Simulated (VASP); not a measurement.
# Si2Mo (I4/mmm) in VASP: a series of runs

Aim: see how the results for Si2Mo move with the level of theory and the settings. Levels: PBEsol, revPBE+D3(BJ), revPBE+D4. Tasks: single point, relaxation of the atoms.

Program: VASP 6.6.1. These are calculated values, not measurements. Logs are shortened: lines on timing, memory, paths and dates and some standing lists are left out, and cuts for length are marked.

**1. The cell of the first run**

It takes space group I4/mmm (No. 139, tetragonal). Conventional cell: a = 3.200 Å, b = 3.200 Å, c = 7.861 Å, α = 90.00°, β = 90.00°, γ = 90.00°. Mo (site symmetry 4/mmm) has 10 Si at 2.62 Å and 4 Mo at 3.20 Å within 3.5 Å. Within 3.4 Å of Si (site symmetry 4mm) lie 9 Si at 2.61 to 3.20 Å and 5 Mo at 2.62 Å.

**2. Single point, PBEsol**

Contents of INCAR:

```
SYSTEM = Si2Mo
ALGO = Normal
EDIFF = 1E-7
ENCUT = 520
GGA = PS
ISIF = 2
ISMEAR = -1
LASPH = .TRUE.
LCHARG = .FALSE.
LREAL = .FALSE.
LWAVE = .FALSE.
NBANDS = 18
NELM = 60
PREC = Accurate
SIGMA = 0.03
```

Contents of KPOINTS:

```
k-points
0
G
  7 7 7
  0 0 0
```

Contents of POSCAR:

```
Si2Mo
1.0
   -1.6000000000      1.6000000000      3.9305000000
    1.6000000000     -1.6000000000      3.9305000000
    1.6000000000      1.6000000000     -3.9305000000
Mo Si
1 2
Direct
    0.0000000000      0.0000000000      0.0000000000
    0.6670000000      0.6670000000      0.0000000000
    0.3330000000      0.3330000000      0.0000000000
```

Potentials or basis: VASP PAW PBE potentials, release 64 (Mo_sv, Si).

Launch:

```
$ cat potpaw_PBE.64/Mo_sv/POTCAR potpaw_PBE.64/Si/POTCAR > POTCAR
$ mpirun -np 1 vasp_std > vasp.out
```

OUTCAR:

```text
SYSTEM = Si2Mo
   EDIFF = 1E-7
   ENCUT = 520
   GGA = PS
   ISIF = 2
   ISMEAR = -1
   LASPH = .TRUE.
   LREAL = .FALSE.
   NELM = 60
   PREC = Accurate

 ion  position               nearest neighbor table
   1  0.000  0.000  0.000-   2 2.62   3 2.62   2 2.62   3 2.62   2 2.62   3 2.62   3 2.62   2 2.62
                             2 2.62   3 2.62
   2  0.667  0.667  0.000-   3 2.61   3 2.61   3 2.61   3 2.61   1 2.62   1 2.62   1 2.62   1 2.62
                             1 2.62   3 2.63
   3  0.333  0.333  0.000-   2 2.61   2 2.61   2 2.61   2 2.61   1 2.62   1 2.62   1 2.62   1 2.62
                             1 2.62   2 2.63

  LATTYP: Found a body centered tetragonal cell.
 ALAT       =     3.2000000000
 C/A-ratio  =     2.4565625000

  Lattice vectors:

 A1 = (  -1.6000000000,   1.6000000000,   3.9305000000)
 A2 = (   1.6000000000,  -1.6000000000,   3.9305000000)
 A3 = (   1.6000000000,   1.6000000000,  -3.9305000000)

Analysis of symmetry for initial positions (statically):
=====================================================================
 Subroutine PRICEL returns:
 Original cell was already a primitive cell.

 Routine SETGRP: Setting up the symmetry group for a
 body centered tetragonal supercell.

 Subroutine GETGRP returns: Found 16 space group operations
 (whereof 16 operations were pure point group operations)
 out of a pool of 16 trial point group operations.

The static configuration has the point symmetry D_4h.

Analysis of symmetry for dynamics (positions and initial velocities):
=====================================================================
 Subroutine PRICEL returns:
 Original cell was already a primitive cell.

 Routine SETGRP: Setting up the symmetry group for a
 body centered tetragonal supercell.

 Subroutine GETGRP returns: Found 16 space group operations
 (whereof 16 operations were pure point group operations)
 out of a pool of 16 trial point group operations.

The dynamic configuration has the point symmetry D_4h.

 Subroutine INISYM returns: Found 16 space group operations
 (whereof 16 operations are pure point group operations),
 and found     1 'primitive' translations

----------------------------------------------------------------------------------------

                                     Primitive cell

  volume of cell :      40.2483

  direct lattice vectors                    reciprocal lattice vectors
    -1.600000000  1.600000000  3.930500000     0.000000000  0.312500000  0.127210279
     1.600000000 -1.600000000  3.930500000     0.312500000  0.000000000  0.127210279
     1.600000000  1.600000000 -3.930500000     0.312500000  0.312500000  0.000000000

  length of vectors
     4.535287229  4.535287229  4.535287229     0.337399918  0.337399918  0.441941738

  position of ions in fractional coordinates (direct lattice)
     0.000000000  0.000000000  0.000000000
     0.667000000  0.667000000  0.000000000
     0.333000000  0.333000000  0.000000000

  ion indices of the primitive-cell ions
   primitive index   ion index
                 1           1
                 2           2
                 3           3

----------------------------------------------------------------------------------------

 KPOINTS: k-points

Automatic generation of k-mesh.
 Grid dimensions read from file:
 generate k-points for:    7    7    7

 Generating k-lattice:

  Cartesian coordinates                     Fractional coordinates (reciprocal lattice)
     0.000000000  0.044642857  0.018172897     0.142857143  0.000000000 -0.000000000
     0.044642857  0.000000000  0.018172897     0.000000000  0.142857143 -0.000000000
     0.044642857  0.044642857  0.000000000     0.000000000  0.000000000  0.142857143

  Length of vectors
     0.048199988  0.048199988  0.063134534

  Shift w.r.t. Gamma in fractional coordinates (k-lattice)
     0.000000000  0.000000000  0.000000000

 Subroutine IBZKPT returns following result:
 ===========================================

 Found     40 irreducible k-points:

 Following reciprocal coordinates:
            Coordinates               Weight
  0.000000  0.000000  0.000000      1.000000
  0.142857 -0.000000  0.000000      8.000000
  0.285714  0.000000  0.000000      8.000000
  0.428571  0.000000  0.000000      8.000000
  0.142857  0.142857  0.000000      8.000000
  0.285714  0.142857  0.000000     16.000000
[... 16 lines left out ...]
 -0.142857  0.285714  0.142857      8.000000
 -0.428571  0.428571  0.142857      8.000000
 [... further k-points ...]
   k-points           NKPTS =     40   k-points in BZ     NKDIM =     40   number of bands    NBANDS=     18
   number of dos      NEDOS =    301   number of ions     NIONS =      3
   total plane-waves  NPLWV =  46656
   dimension x,y,z NGX =    36 NGY =   36 NGZ =   36
   dimension x,y,z NGXF=    72 NGYF=   72 NGZF=   72
   ions per type =               1   2
   NGX,Y,Z   is equivalent  to a cutoff of  13.20, 13.20, 13.20 a.u.
   NGXF,Y,Z  is equivalent  to a cutoff of  26.39, 26.39, 26.39 a.u.
 SYSTEM =  Si2Mo
   PREC   = accura    normal or accurate (medium, high low for compatibility)
   ISTART =      0    job   : 0-new  1-cont  2-samecut
   ICHARG =      2    charge: 1-file 2-atom 10-const
   ISPIN  =      1    spin polarized calculation?
   LNONCOLLINEAR =      F non collinear calculations
   LSORBIT =      F    spin-orbit coupling
   LASPH  =      T    aspherical Exc in radial PAW
   ENCUT  =  520.0 eV  38.22 Ry    6.18 a.u.   8.43  8.43  8.43*2*pi/ulx,y,z
   NELM   =     60;   NELMIN=  2; NELMDL= -5     # of ELM steps
   EDIFF  = 0.1E-06   stopping-criterion for ELM
   LREAL  =      F    real-space projection
   EDIFFG = 0.1E-05   stopping-criterion for IOM
   NSW    =      0    number of steps for IOM
   IBRION =     -1    ionic relax: 0-MD 1-quasi-New 2-CG
   NFREE  =      0    steps in history (QN), initial steepest desc. (CG)
   ISIF   =      2    stress and relaxation
   ISYM   =      2    0-nonsym 1-usesym 2-fastsym
   POTIM  = 0.5000    time-step for ionic-motion
   TEBEG  =    0.0;   TEEND  =   0.0 temperature during run
   PSTRESS=    0.0 pullay stress
   NELECT =      22.0000    total number of electrons
   NUPDOWN=      -1.0000    fix difference up-down
   EMIN   =  10.00;   EMAX   =-10.00  energy-range for DOS
   EFERMI =   0.00;   METHOD = LEGACY
   ISMEAR =    -1;   SIGMA  =   0.03  broadening in eV -4-tet -1-fermi 0-gaus
   EFERMI_NEDOS =   21; number of points for ismear=-14 and -15
   IALGO  =     38    algorithm
   IMIX   =      4    mixing-type and parameters
     AMIX     =   0.40;   BMIX     =  1.00
     AMIX_MAG =   1.60;   BMIX_MAG =  1.00
  volume/ion in A,a.u.               =      13.42        90.54
  Fermi-wavevector in a.u.,A,eV,Ry     =   1.338546  2.529484 24.377614  1.791704
  Thomas-Fermi vector in A             =   2.467007
   LORBIT       =      0    0 simple, 1 ext, 2 COOP (PROOUT), +10 PAW based schemes
   GGA     = PS    functional components
   LHFCALC =     F    Hartree Fock is set to
   AEXX    =    0.0000 exact exchange contribution
   IVDW    =     0    specifies the selected vdW correction
   LEPSILON=     F    determine dielectric tensor
   LRPA    =     F    only Hartree local field effects (RPA)
 non-spin polarized calculation
  energy-cutoff  :      520.00
  volume of cell :       40.25
 maximum number of plane-waves:      1098
 NGX is ok and might be reduce to    36
   NGX = 17   NGY = 17   NGZ = 17

 number of electron      22.0000000 magnetization

 Free energy of the ion-electron system (eV)
  ---------------------------------------------------
  ext. energy  EPLUGINS =         0.00000000
  ---------------------------------------------------
  free energy    TOTEN  =       -25.07332579 eV

  energy without entropy =      -25.07214911  energy(sigma->0) =      -25.07273745

 E-fermi :  12.1884     XC(G=0): -12.5106

 val. band max:       11.9035027301   @ k =  -0.4286   0.4286   0.4286
 cond. band min:      12.2182420371   @ k =  -0.4286  -0.4286   0.2857
 fundamental gap:      0.3147393070
 Fermi energy:        12.1884232731

 k-point     1 :       0.0000    0.0000    0.0000
  band No.  band energies     occupation
      1     -48.4478      2.00000
      2     -22.6460      2.00000
      3     -22.5407      2.00000
      4     -22.5407      2.00000
      5      -1.2714      2.00000
      6       5.8333      2.00000
[... 10 lines left out ...]
     17      17.2299      0.00000
     18      17.2299      0.00000

 k-point     2 :       0.1429   -0.0000    0.0000
  band No.  band energies     occupation
      1     -48.4442      2.00000
      2     -22.6423      2.00000
      3     -22.5901      2.00000
      4     -22.5361      2.00000
      5      -0.9038      2.00000
      6       5.8244      2.00000
[... 10 lines left out ...]
     17      17.7933      0.00000
     18      18.9599      0.00000

 k-point     3 :       0.2857    0.0000    0.0000
  band No.  band energies     occupation
      1     -48.4363      2.00000
      2     -22.6999      2.00000
      3     -22.6337      2.00000
      4     -22.5258      2.00000
      5       0.1437      2.00000
      6       5.1592      2.00000
[... 10 lines left out ...]
     17      19.2872      0.00000
     18      21.0892      0.00000

 k-point     4 :       0.4286    0.0000    0.0000
  band No.  band energies     occupation
      1     -48.4300      2.00000
      2     -22.7864      2.00000
      3     -22.6269      2.00000
      4     -22.5175      2.00000
      5       1.7108      2.00000
      6       3.5307      2.00000
[... 375 lines left out ...]
      4     -22.5639      2.00000
      5       1.6061      2.00000
      6       4.1743      2.00000
[... 10 lines left out ...]
     17      19.4878      0.00000
     18      19.7179      0.00000

 k-point    23 :      -0.1429    0.2857    0.1429
  band No.  band energies     occupation
      1     -48.4300      2.00000
      2     -22.7861      2.00000
      3     -22.6252      2.00000
      4     -22.5174      2.00000
      5       1.4239      2.00000
      6       3.8642      2.00000
[... 10 lines left out ...]
     17      18.7552      0.00000
     18      20.2487      0.00000

 k-point    24 :      -0.4286    0.4286    0.1429
  band No.  band energies     occupation
      1     -48.4190      2.00000
      2     -22.7624      2.00000
      3     -22.6675      2.00000
      4     -22.6119      2.00000
      5       3.3289      2.00000
      6       3.4187      2.00000
[... 10 lines left out ...]
     17      19.5756      0.00000
     18      20.6236      0.00000

 [... further k-points ...]
[... 5 lines left out ...]
  --------------------------------------------------------------------------------------
  -------------------------------------------------------------------------------------
  Total       -0.4872005     -0.4872005     -0.8299058      0.0000000     -0.0000000      0.0000000
  in kB      -19.3941403    -19.3941403    -33.0363156      0.0000000     -0.0000000      0.0000000
  external PRESSURE =     -23.9415321 kB  Pullay stress =       0.0000000 kB

 VOLUME and BASIS-vectors are now :
 -----------------------------------------------------------------------------
  energy-cutoff  :      520.00
  volume of cell :       40.25
      direct lattice vectors                 reciprocal lattice vectors
    -1.600000000  1.600000000  3.930500000     0.000000000  0.312500000  0.127210279
     1.600000000 -1.600000000  3.930500000     0.312500000  0.000000000  0.127210279
     1.600000000  1.600000000 -3.930500000     0.312500000  0.312500000  0.000000000

 POSITION                                       TOTAL-FORCE (eV/Angst)
 -----------------------------------------------------------------------------------
      0.00000      0.00000      0.00000         0.000000      0.000000      0.000000
      0.00000      0.00000      5.24329        -0.000000     -0.000000     -0.345529
      0.00000      0.00000      2.61771        -0.000000     -0.000000      0.345529
 -----------------------------------------------------------------------------------
    total drift:                                0.000000      0.000000     -0.000000

  FREE ENERGIE OF THE ION-ELECTRON SYSTEM (eV)
  ---------------------------------------------------
  free  energy   TOTEN  =       -25.0733257909 eV

  energy  without entropy=      -25.0721491063  energy(sigma->0) =      -25.07273745
```

It took 47 s on 1 thread of Intel Xeon 6975P-C, shared host; peak memory 0.21 GiB.

What came out:

* Free energy: -25.0733 eV
* Pressure: -2.4 GPa
* Largest force: 0.346 eV/Å
* Band gap on the k mesh: zero (band 11 reaches 12.69 eV, above the bottom of band 12 at 11.90 eV)

Forces on the atoms (eV/Å):
```
Mo   0.000  0.000  0.000
Si   0.000  0.000 -0.346
Si   0.000  0.000  0.346
```

Caveat: the k points lie up to 0.40 Å⁻¹ apart; the PAW data sets were made with another functional, which shifts forces and pressure a little.

[end of part 1 of 2]
